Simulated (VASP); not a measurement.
Here is a VASP 6.6.1 calculation.

The input INCAR:

```
  PREC = Accurate
  ENCUT = 520
  EDIFF = 1E-6
  ISMEAR = -1
  SIGMA = 0.05
  LREAL = False
  LASPH = True
  NELM = 150
  ALGO = Normal
  ISIF = 2
  LWAVE = False
  LCHARG = True
  ISPIN = 2
  MAGMOM = 0.47
  LORBIT = 11
  LMAXMIX = 4
  GGA = PE
  LELF = True
  LVHAR = True
  NBANDS = 16
```

Contents of KPOINTS:

```
regular mesh
0
Gamma
  11 11 11
```

The input POSCAR:

```
Y
1.0
    3.3165308140      0.0000000000      0.0000000000
    0.0000000000      3.3165308140      0.0000000000
    0.0000000000      0.0000000000      3.3165308140
Y
1
Direct
    0.0000000000      0.0000000000      0.0000000000
```

Potentials or basis: VASP PAW PBE potentials, release 64 (Y_sv).

Command:

```console
$ cat potpaw_PBE.64/Y_sv/POTCAR > POTCAR
$ mpirun -np 1 vasp_std > vasp.out
```

(1) Estimate the net moment.

(2) What does it give for the pressure?

(3) Estimate the site moments.

Results:

(1) 0.77 μB per cell.

(2) -1.0 GPa.

(3) Y +0.54 μB.
